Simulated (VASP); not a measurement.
Wanted: the native input for a VASP 6.6.1 run.

- Task: single point
- Functional: PBE
- Potentials or basis: VASP PAW PBE potentials, release 64 (Pb_d, Te)
- Cutoff: 520 eV
- k mesh: 8 × 8 × 8
- Occupations: fermi-dirac, width 0.02 eV
- Spin: no spin polarisation
- Dipole correction: no
- Further INCAR settings: ALGO = Normal; EDIFF = 1e-07; NBANDS = 17

The structure of TePb lies in POSCAR:

```
TePb
1.0
   -0.0245087798      3.2678373030      3.2678373030
    3.2678373030     -0.0245087798      3.2678373030
    3.2433285233      3.2433285233      0.0000000000
Pb Te
1 1
Direct
    0.0000000000      0.0000000000      0.0000000000
    0.5000000000      0.5000000000      0.5000000000
```

This cell differs from its parent crystal: shear xy strain -1.5%.

These files were run (other wordings do the same):

INCAR

```
SYSTEM = TePb
PREC = Accurate
ENCUT = 520
EDIFF = 1E-7
ISMEAR = -1
SIGMA = 0.02
LREAL = .False.
LASPH = .True.
NELM = 80
ALGO = Normal
ISIF = 2
LWAVE = .False.
LCHARG = .True.
GGA = PE
LELF = .True.
LVHAR = .True.
NBANDS = 17
```

KPOINTS

```
Automatic mesh
0
Gamma
  8 8 8
  0 0 0
```

Potentials or basis: VASP PAW PBE potentials, release 64 (Pb_d, Te).

Run with:

```console
$ cat potpaw_PBE.64/Pb_d/POTCAR potpaw_PBE.64/Te/POTCAR > POTCAR
$ mpirun -np 1 vasp_std > vasp.out
```

It gave:

* Pressure: 0.6 GPa
* Band gap on the k mesh: 0.73 eV, indirect (least direct gap 0.80 eV)

Caveat: the cell differs from its parent crystal (shear xy strain -1.5%); spin-orbit coupling is left out, which moves the levels of the heavy elements.

It took 45 s on 1 thread of Intel(R) Xeon(R) 6975P-C (Granite Rapids) (shared host), peak memory 0.27 GiB.
